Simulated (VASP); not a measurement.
Wanted: the native input for a VASP 6.6.1 run.

```
Task                   : single point
Functional             : r2SCAN
Potentials or basis    : VASP PAW PBE potentials, release 64 (Sn_d, O_h)
Cutoff                 : 1480 eV
k mesh                 : 8 × 8 × 8
Occupations            : gaussian, width 0.01 eV
Spin                   : no spin polarisation
Dipole correction      : no
Further INCAR settings : ALGO = Normal; EDIFF = 1e-06; NBANDS = 20
```

Crystal: SnO2.

```
Sn O
1.0
    -0.01381    2.53347    2.53347
     2.53347   -0.01381    2.53347
     2.51966    2.51966    0.00000
Sn O
1 2
Cartesian
  0.0000 0.0000 0.0000
  1.2598 1.2598 1.2682
  3.7795 3.7795 3.7987
```

This cell differs from its parent crystal: shear xy strain -1.1%.

One way to write it, as run:

POSCAR

```
SnO2
1.0
   -0.0138073950      2.5334669704      2.5334669704
    2.5334669704     -0.0138073950      2.5334669704
    2.5196595754      2.5196595754      0.0000000000
Sn O
1 2
Direct
    0.0000000000      0.0000000000      0.0000000000
    0.2502981892      0.2502981892      0.2497018108
    0.7497018108      0.7497018108      0.7502981892
```

INCAR.step1

```
PREC     = Accurate       # precision mode
ENCUT    = 1480           # plane-wave cutoff, eV
ISMEAR   = 0              # smearing method
SIGMA    = 0.01           # smearing width, eV
LREAL    = F              # projectors in reciprocal space
LASPH    = T              # aspherical terms in the spheres
NELM     = 120            # most SCF steps
NBANDS   = 20             # bands
GGA      = PE             # functional
ALGO     = Normal         # electronic algorithm
EDIFF    = 1E-5           # SCF threshold, eV
LWAVE    = T              # write WAVECAR
LCHARG   = F              # write CHGCAR
GGA_COMPAT= F
```

INCAR.step2

```
PREC     = Accurate       # precision mode
ENCUT    = 1480           # plane-wave cutoff, eV
EDIFF    = 1E-6           # SCF threshold, eV
ISMEAR   = 0              # smearing method
SIGMA    = 0.01           # smearing width, eV
LREAL    = F              # projectors in reciprocal space
LASPH    = T              # aspherical terms in the spheres
NELM     = 120            # most SCF steps
ALGO     = Normal         # electronic algorithm
ISIF     = 2              # what is computed and relaxed
LWAVE    = F              # write WAVECAR
LCHARG   = F              # write CHGCAR
METAGGA  = R2SCAN         # meta-GGA
LMIXTAU  = T            
NBANDS   = 20             # bands
ISTART   = 1            
GGA_COMPAT= F
```

KPOINTS

```
Automatic mesh
0
Gamma
  8 8 8
```

Potentials or basis: VASP PAW PBE potentials, release 64 (Sn_d, O_h).

Run with:

```sh
$ cat potpaw_PBE.64/Sn_d/POTCAR potpaw_PBE.64/O_h/POTCAR > POTCAR
$ cp INCAR.step1 INCAR
$ mpirun -np 1 vasp_std > vasp.out
$ cp INCAR.step2 INCAR
$ mpirun -np 1 vasp_std > vasp.out
```

Results of the run:

| Item | Value |
| --- | --- |
| Pressure | 1.2 GPa |
| Largest force | 0.004 eV/Å |
| Band gap on the k mesh | 0.86 eV (least direct gap 2.26 eV) |

Caveat: the cell differs from its parent crystal (shear xy strain -1.1%); the structure was generated, so it needn't be the stable form of SnO2; the PAW data sets were made with another functional, which shifts forces and pressure a little; spin-orbit coupling is left out, which moves the levels of the heavy elements.

Run time: 9.3 min on 1 thread of Intel(R) Xeon(R) Platinum 8488C (Sapphire Rapids) (shared host), peak memory 0.56 GiB.
